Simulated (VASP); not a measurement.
A run of VASP 6.6.1 is set up as follows.

The input INCAR:

```
ALGO = Normal ; EDIFF = 1E-6
ENCUT = 520 ; GGA = RE
ISIF = 2 ; ISMEAR = 0
IVDW = 12 ; LASPH = True
LCHARG = False ; LREAL = False
LWAVE = False ; NBANDS = 16
NELM = 100 ; PREC = Accurate
SIGMA = 0.05
```

KPOINTS

```
k-points
0
Gamma
  8 8 8
```

The input POSCAR:

```
CdS
1.0
    0.0000000000      2.9138740104      2.9138740104
    2.9138740104      0.0000000000      2.9138740104
    2.9138740104      2.9138740104      0.0000000000
Cd S
1 1
Direct
    0.0000000000      0.0000000000      0.0000000000
    0.7500000000      0.7500000000      0.7500000000
```

Potentials or basis: VASP PAW PBE potentials, release 64 (Cd, S).

Run with:

```bash
$ cat potpaw_PBE.64/Cd/POTCAR potpaw_PBE.64/S/POTCAR > POTCAR
$ mpirun -np 1 vasp_std > vasp.out
```

Problem. Predict the dispersion energy per atom.

Solution. -0.593 eV.

Problem. Predict the pressure.

Solution. 0.6 GPa.

Problem. Predict the band gap on the k mesh.

Solution. 1.29 eV, direct.

Caveat: the PAW data sets were made with another functional, which shifts forces and pressure a little.
